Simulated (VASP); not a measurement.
Write the native input for VASP 6.6.1 that does the following.

```
Task                   : single point
Functional             : PBE
Potentials or basis    : VASP PAW PBE potentials, release 64 (Co, O)
Cutoff                 : 520 eV
k mesh                 : 12 × 12 × 12
Occupations            : fermi-dirac, width 0.05 eV
Spin                   : collinear spin, ferromagnetic start
Starting moments       : [2.0, 0.0] μB
Dipole correction      : no
Further INCAR settings : ALGO = Normal; EDIFF = 1e-07; NBANDS = 18
```

The structure of CoO lies in POSCAR:

```
CoO
1.0
   -1.4772162830      1.4772162830      2.0642331802
    1.4772162830     -1.4772162830      2.0642331802
    1.4772162830      1.4772162830     -2.0642331802
Co O
1 1
Direct
    0.0000000000      0.0000000000      0.0000000000
    0.5000000000      0.5000000000      0.0000000000
```

The input as run:

INCAR

```
SYSTEM = CoO
ALGO     = Normal         ! electronic algorithm
EDIFF    = 1E-7           ! SCF threshold, eV
ENCUT    = 520            ! plane-wave cutoff, eV
GGA      = PE             ! functional
ISIF     = 2              ! what is computed and relaxed
ISMEAR   = -1             ! smearing method
ISPIN    = 2              ! spin polarisation
LASPH    = .True.         ! aspherical terms in the spheres
LCHARG   = .False.        ! write CHGCAR
LMAXMIX  = 4              ! l up to which the mixer works
LORBIT   = 11             ! projections on sites
LREAL    = .False.        ! projectors in reciprocal space
LWAVE    = .False.        ! write WAVECAR
MAGMOM   = 2 0            ! initial moments
NBANDS   = 18             ! bands
NELM     = 150            ! most SCF steps
PREC     = Accurate       ! precision mode
SIGMA    = 0.05           ! smearing width, eV
```

KPOINTS

```
k-points
0
Gamma
  12 12 12
  0 0 0
```

Potentials or basis: VASP PAW PBE potentials, release 64 (Co, O).

Launch:

```console
$ cat potpaw_PBE.64/Co/POTCAR potpaw_PBE.64/O/POTCAR > POTCAR
$ mpirun -np 1 vasp_std > vasp.out
```

Results of the run:

```yaml
Pressure: 9.7 GPa
Net_moment: 2.59 μB per cell
Site_moments: Co +2.33; O +0.22 μB
Valence_electrons_inside_the_program's_atomic_spheres: Co 7.93; O 5.01
```

Caveat: the cell stands under pressure; a cell with one magnetic atom can't hold antiferromagnetic order, which such compounds often take.

Run time: 2.3 min on 1 thread of AMD EPYC 9R45 96-Core Processor (Zen 5), with other jobs on the host, peak memory 0.18 GiB.
